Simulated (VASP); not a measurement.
Input of a VASP 6.6.1 run:

File INCAR:

```
SYSTEM = Lu2Si3P
PREC = Accurate
ENCUT = 520
EDIFF = 1E-6
ISMEAR = 0
SIGMA = 0.1
LREAL = .False.
LASPH = .True.
NELM = 80
ALGO = Normal
ISIF = 2
LWAVE = .False.
LCHARG = .False.
GGA = PE
NBANDS = 42
```

KPOINTS

```
Automatic mesh
0
Gamma
  4 4 4
  0 0 0
```

Contents of POSCAR:

```
Lu2Si3P
1.0
    5.3714600750      0.0000000000      0.0000000000
    0.0000000000      5.3714600750      0.0000000000
    0.0000000000      0.0000000000      6.8347716931
Lu Si P
2 3 1
Direct
    0.0000000000      0.5000000000      0.5000000000
    0.5000000000      0.0000000000      0.5000000000
    0.0000000000      0.0000000000      0.1656151470
    0.0000000000      0.0000000000      0.8343848530
    0.0000000000      0.0000000000      0.5000000000
    0.5000000000      0.5000000000      0.5000000000
```

Potentials or basis: VASP PAW PBE potentials, release 64 (Lu, Si, P).

The run is started by

```console
$ cat potpaw_PBE.64/Lu/POTCAR potpaw_PBE.64/Si/POTCAR potpaw_PBE.64/P/POTCAR > POTCAR
$ mpirun -np 1 vasp_std > vasp.out
```

Task: What does it give for the band gap on the k mesh?

Result: Zero (an odd number of electrons rules out a gap without spin polarisation).

Task: What does it give for the pressure?

Result: 0.3 GPa.

Task: Predict the largest force.

Result: 0.017 eV/Å.

Stress tensor (GPa, compression positive):
```
 0.49  0.00  0.00
 0.00  0.49  0.00
 0.00  0.00 -0.05
```

Caveat: spin-orbit coupling is left out, which moves the levels of the heavy elements.
